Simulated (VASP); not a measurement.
Wanted: the native input for a VASP 6.6.1 run.

```yaml
Task: single point
Functional: PBE
Potentials_or_basis: VASP PAW PBE potentials, release 64 (Na_pv, F)
Cutoff: 600 eV
k_mesh: 8 × 8 × 8
Occupations: gaussian, width 0.05 eV
Spin: no spin polarisation
Dipole_correction: no
Further_INCAR_settings: ALGO = Normal; EDIFF = 1e-06; NBANDS = 14
```

The structure of NaF lies in POSCAR:

```
NaF
1.0
    0.0000000000      2.3233000000      2.3233000000
    2.3233000000      0.0000000000      2.3233000000
    2.3233000000      2.3233000000      0.0000000000
Na F
1 1
Direct
   -0.0248504399     -0.0248504399     -0.0248504399
    0.5000000000      0.5000000000      0.5000000000
```

This cell differs from its parent crystal: all Na atoms moved -0.200 Å, as atom 1 along Cartesian [1 1 1].

These files were run (other wordings do the same):

INCAR

```
SYSTEM = NaF
PREC = Accurate ; ENCUT = 600
EDIFF = 1E-6 ; ISMEAR = 0
SIGMA = 0.05 ; LREAL = .False.
LASPH = .True. ; NELM = 120
ALGO = Normal ; ISIF = 2
LWAVE = .False. ; LCHARG = .True.
GGA = PE ; LELF = .True.
LVHAR = .True. ; NBANDS = 14
GGA_COMPAT = .False.
```

KPOINTS

```
regular mesh
0
Gamma
  8 8 8
  0 0 0
```

Potentials or basis: VASP PAW PBE potentials, release 64 (Na_pv, F).

Run with:

```console
$ cat potpaw_PBE.64/Na_pv/POTCAR potpaw_PBE.64/F/POTCAR > POTCAR
$ mpirun -np 1 vasp_std > vasp.out
```

It gave:

```yaml
Pressure: 2.6 GPa
Largest_force: 0.465 eV/Å
Band_gap_on_the_k_mesh: 6.25 eV, direct
```

Caveat: the cell differs from its parent crystal (all Na atoms moved -0.200 Å, as atom 1 along Cartesian [1 1 1]).

It took 17 s on 1 thread of AMD EPYC 9R45 96-Core Processor (Zen 5), on a shared host, peak memory 0.13 GiB.
